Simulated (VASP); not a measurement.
Wanted: the native input for a VASP 6.6.1 run.

* Task: single point
* Functional: PBE
* Potentials or basis: VASP PAW PBE potentials, release 64 (Li_sv, H)
* Cutoff: 520 eV
* k mesh: 14 × 14 × 14
* Occupations: gaussian, width 0.01 eV
* Spin: no spin polarisation
* Dipole correction: no
* Further INCAR settings: ALGO = Normal; EDIFF = 1e-06; NBANDS = 9

The structure of LiH lies in POSCAR:

```
LiH
1.0
    1.3786514723     -2.7466112860      0.0000000000
    1.3786514723      2.7466112860      0.0000000000
    0.0000000000      0.0000000000      2.6385541397
Li H
1 1
Direct
    0.5000000000      0.5000000000      0.5000000000
    0.0000000000      0.0000000000      0.0000000000
```

The cell was generated, and may not be a known phase.

One way to write it, as run:

INCAR

```
ALGO = Normal ; EDIFF = 1E-6
ENCUT = 520 ; GGA = PE
ISIF = 2 ; ISMEAR = 0
LASPH = True ; LCHARG = True
LELF = True ; LREAL = False
LVHAR = True ; LWAVE = False
NBANDS = 9 ; NELM = 100
PREC = Accurate ; SIGMA = 0.01
```

KPOINTS

```
k-points
0
Gamma
  14 14 14
```

Potentials or basis: VASP PAW PBE potentials, release 64 (Li_sv, H).

Command:

```sh
$ cat potpaw_PBE.64/Li_sv/POTCAR potpaw_PBE.64/H/POTCAR > POTCAR
$ mpirun -np 1 vasp_std > vasp.out
```

It gave:

```json
{"Band gap on the k mesh": "0.07 eV (least direct gap 2.97 eV)"}
```

Wall time 59 s on 1 thread of Intel(R) Xeon(R) Platinum 8259CL CPU @ 2.50GHz (Skylake/Cascade Lake), with other jobs on the host, peak memory 0.18 GiB.
